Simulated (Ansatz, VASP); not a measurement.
## One calculation of TaSi2, two programs

```
Ta Si
1.0
     4.78000    0.00000    0.00000
    -2.39000    4.13960    0.00000
     0.00000    0.00000    6.56400
Ta Si
3 6
Direct
  0.99941 0.49896 0.16585
  0.49042 0.50134 0.83010
  0.50910 0.99530 0.50026
  0.34901 0.17613 0.16807
  0.17487 0.83739 0.83704
  0.82396 0.65499 0.49773
  0.65742 0.82805 0.17320
  0.84080 0.16120 0.83140
  0.16132 0.32866 0.49610
```

Change from the starting cell: atoms moved at random, drawn with an rms of 0.05 Å.

Alike in both runs: task single point; functional PBEsol; k mesh 7 × 7 × 4; occupations fermi-dirac, width 0.05 eV; no spin polarisation.

|  | VASP | Ansatz |
| --- | --- | --- |
| version | VASP 6.6.1 | Ansatz 0.2.0 |
| potentials or method | VASP PAW PBE potentials, release 64 (Ta_pv, Si) | Ansatz PAW |
| plane-wave cutoff (eV) | 520 | 420 |
| valence electrons in the cell | 57 | 63 |

|  | VASP | Ansatz | Ansatz less VASP |
| --- | --- | --- | --- |
| gap on the k mesh at the Fermi level (eV) | none | none | - |
| pressure (GPa) | -0.3 | -0.6 | -0.31 |
| traceless stress, the component that is largest in VASP (GPa) | 1.95 | 1.86 | -0.088 |
| rms of the force components (eV/Å) | 0.580 | 0.577 | -0.0034 |

VASP's potentials were made for PBE, not for PBEsol. Atom by atom the forces differ by 0.004 eV/Å (rms over components). A gap of «none» marks a metal or a gap that the smearing closes. VASP's potentials hold 57 valence electrons a cell and Ansatz's 63, so a difference there can come from the potentials and not from the codes.

Spin-orbit coupling is off throughout.
